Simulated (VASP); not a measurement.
Set up this calculation in VASP 6.6.1, as the native input.

* Task: single point
* Functional: PBEsol
* Potentials or basis: VASP PAW PBE potentials, release 64 (Zn, Se)
* Cutoff: 520 eV
* k mesh: 8 × 8 × 6
* Occupations: gaussian, width 0.05 eV
* Spin: no spin polarisation
* Dipole correction: no
* Further INCAR settings: ALGO = Normal; EDIFF = 1e-07; NBANDS = 26

The structure of ZnSe lies in POSCAR:

```
ZnSe
1.0
    4.0261152320      0.0000000000      0.0000000000
    0.0000000000      4.0261152320      0.0000000000
    0.0000000000      0.0000000000      6.1921000000
Zn Se
2 2
Direct
    0.0000000000      0.0000000000      0.0000000000
    0.5000000000      0.5000000000      0.0000000000
    0.0000000000      0.5000000000      0.2681677050
    0.5000000000      0.0000000000      0.7318322950
```

The input as run:

INCAR

```
ALGO = Normal
EDIFF = 1E-7
ENCUT = 520
GGA = PS
ISIF = 2
ISMEAR = 0
LASPH = True
LCHARG = False
LREAL = False
LWAVE = False
NBANDS = 26
NELM = 80
PREC = Accurate
SIGMA = 0.05
```

KPOINTS

```
k-points
0
Gamma
  8 8 6
```

Potentials or basis: VASP PAW PBE potentials, release 64 (Zn, Se).

The run is started by

```bash
$ cat potpaw_PBE.64/Zn/POTCAR potpaw_PBE.64/Se/POTCAR > POTCAR
$ mpirun -np 1 vasp_std > vasp.out
```

It gave:

```json
{"Pressure": "-5.3 GPa", "Largest force": "1.465 eV/Å", "Band gap on the k mesh": "1.39 eV"}
```

Caveat: the cell stands under tension; the PAW data sets were made with another functional, which shifts forces and pressure a little.

It took 100 s on 1 thread of AMD EPYC 9R14 (Zen 4) (shared host), peak memory 0.25 GiB.
